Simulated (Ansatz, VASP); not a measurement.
This is a calculation of AlNi3 for Ansatz 0.2.0.

Contents of input.yaml:

```yaml
crystal:
  lattice:
    - [3.4754400422, 0.0, 0.0]
    - [0.0, 3.4754400422, 0.0]
    - [0.0, 0.0, 3.4754400422]
  atoms:
    - { symbol: Ni, position: [0.5, 0.5, 0.0], spin: 1.0 }
    - { symbol: Ni, position: [0.5, 0.0, 0.5], spin: 1.0 }
    - { symbol: Ni, position: [0.0, 0.5, 0.5], spin: 1.0 }
    - { symbol: Al, position: [0.0, 0.0, 0.0] }
kpoints:
  mp_grid: { grid: [8, 8, 8] }
scf:
  occupations: { method: fermi_dirac, width: 0.05 }
hamiltonian:
  xc: lda
  pseudopotentials: { kind: all_electron, lapw: { basis_error: 0.002 } }
magnetization:
  spin_polarized: true
output:
  forces: true
  stress: true
  eigenvalues: true
```

Potentials or basis: all-electron LAPW, scalar-relativistic.

The run is started by

```console
$ ansatz run input.yaml --threads 4 --pin off --max-ram 12288MiB --backend cpu --events-out ev --progress --plain --runs-dir out
```

**Question.** Set up the same calculation for VASP 6.6.1. Potentials there: VASP PAW LDA potentials, release 64 (Ni, Al).

**Answer.** As run (the cutoff follows the program's own potentials):

The input INCAR:

```
ALGO = Normal ; EDIFF = 1E-6
ENCUT = 520 ; ISIF = 2
ISMEAR = -1 ; ISPIN = 2
LASPH = True ; LCHARG = False
LMAXMIX = 4 ; LORBIT = 11
LREAL = False ; LWAVE = False
MAGMOM = 1 1 1 0 ; NBANDS = 28
NELM = 150 ; PREC = Accurate
SIGMA = 0.05
```

File KPOINTS:

```
k-points
0
Gamma
  8 8 8
```

File POSCAR:

```
AlNi3
1.0
    3.4754400422      0.0000000000      0.0000000000
    0.0000000000      3.4754400422      0.0000000000
    0.0000000000      0.0000000000      3.4754400422
Ni Al
3 1
Direct
    0.5000000000      0.5000000000      0.0000000000
    0.5000000000      0.0000000000      0.5000000000
    0.0000000000      0.5000000000      0.5000000000
    0.0000000000      0.0000000000      0.0000000000
```

Potentials or basis: VASP PAW LDA potentials, release 64 (Ni, Al).

Launch:

```console
$ cat potpaw_LDA.64/Ni/POTCAR potpaw_LDA.64/Al/POTCAR > POTCAR
$ mpirun -np 1 vasp_std > vasp.out
```

Both were run:

|  | VASP | Ansatz | Ansatz less VASP |
| --- | --- | --- | --- |
| gap on the k mesh at the Fermi level (eV) | none | none | - |
| pressure (GPa) | 1.2 | 0.9 | -0.33 |
| net moment per atom (μB) | 0.07 | 0.10 | +0.038 |
| size of the moment on the site where the two differ most (μB) | 0.09 | 0.15 | +0.056 |

LDA's correlation is that of Perdew and Zunger in VASP and of Perdew and Wang (1992) in Ansatz. Site moments also hang on the region over which each program counts them. A gap of «none» marks a metal or a gap that the smearing closes. Ansatz ran all-electron here, and VASP with PAW potentials.
